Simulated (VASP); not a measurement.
Here is a VASP 6.6.1 calculation.

The input INCAR:

```
  ALGO = Normal
  EDIFF = 1E-6
  ENCUT = 520
  GGA = PE
  ISIF = 2
  ISMEAR = 0
  LASPH = True
  LCHARG = True
  LELF = True
  LREAL = False
  LVHAR = True
  LWAVE = False
  NBANDS = 36
  NELM = 80
  PREC = Accurate
  SIGMA = 0.05
```

KPOINTS

```
k-points
0
Gamma
  10 10 2
```

POSCAR

```
BN
1.0
   -2.5539396017      0.0000000000      0.0000000000
   -1.2769698008     -2.2117765748      0.0000000000
    0.0000000000      0.0000000000     15.6805650000
B N
6 6
Direct
    0.6666666667      0.6666666667      0.1852212286
    0.6666666667      0.6666666667      0.4547813497
    0.6666666667      0.6666666667      0.7243414708
    0.3333333333      0.3333333333      0.0504411681
    0.3333333333      0.3333333333      0.3200012892
    0.3333333333      0.3333333333      0.5895614103
    0.6666666667      0.6666666667      0.0842849804
    0.6666666667      0.6666666667      0.3538451015
    0.6666666667      0.6666666667      0.6234052226
    0.3333333333      0.3333333333      0.7581852831
    0.3333333333      0.3333333333      0.2190650410
    0.3333333333      0.3333333333      0.4886251620
```

Potentials or basis: VASP PAW PBE potentials, release 64 (B, N).

Run with:

```bash
$ cat potpaw_PBE.64/B/POTCAR potpaw_PBE.64/N/POTCAR > POTCAR
$ mpirun -np 1 vasp_std > vasp.out
```

(1) Estimate the band gap on the k mesh.

(2) Estimate the largest force.

(3) Predict the pressure.

Results:

(1) zero (band 24 reaches 6.34 eV, above the bottom of band 25 at 5.91 eV).

(2) 2.957 eV/Å.

(3) -2.4 GPa.

Caveat: forces of over 1 eV/Å act on the atoms, so gaps and moduli don't describe the material at rest.
